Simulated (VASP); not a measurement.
Input of a VASP 6.6.1 run:

The input INCAR:

```
SYSTEM = SbPt
PREC = Accurate
ENCUT = 520
EDIFF = 1E-6
ISMEAR = -1
SIGMA = 0.08
LREAL = .False.
LASPH = .True.
NELM = 80
ALGO = Normal
ISIF = 2
LWAVE = .False.
LCHARG = .False.
NBANDS = 23
```

The input KPOINTS:

```
Automatic mesh
0
Gamma
  11 11 8
  0 0 0
```

POSCAR

```
SbPt
1.0
    4.1161850655      0.0000000000      0.0000000000
   -2.0580925328      3.5647208334      0.0000000000
    0.0000000000      0.0000000000      5.4536988600
Sb Pt
2 2
Direct
    0.3333333333      0.6666666667      0.2500000000
    0.6666666667      0.3333333333      0.7500000000
    0.0000000000      0.0000000000      0.0000000000
    0.0000000000      0.0000000000      0.5000000000
```

Potentials or basis: VASP PAW LDA potentials, release 64 (Sb, Pt).

Command:

```console
$ cat potpaw_LDA.64/Sb/POTCAR potpaw_LDA.64/Pt/POTCAR > POTCAR
$ mpirun -np 1 vasp_std > vasp.out
```

What does it give for the pressure?

1.7 GPa.

Estimate the band gap on the k mesh.

zero (bands 15 and 16 overlap by 4.01 eV).

Stress tensor (GPa, compression positive):
```
2.07 0.00 0.00
0.00 2.07 0.00
0.00 0.00 1.06
```

Caveat: spin-orbit coupling is left out, which moves the levels of the heavy elements.
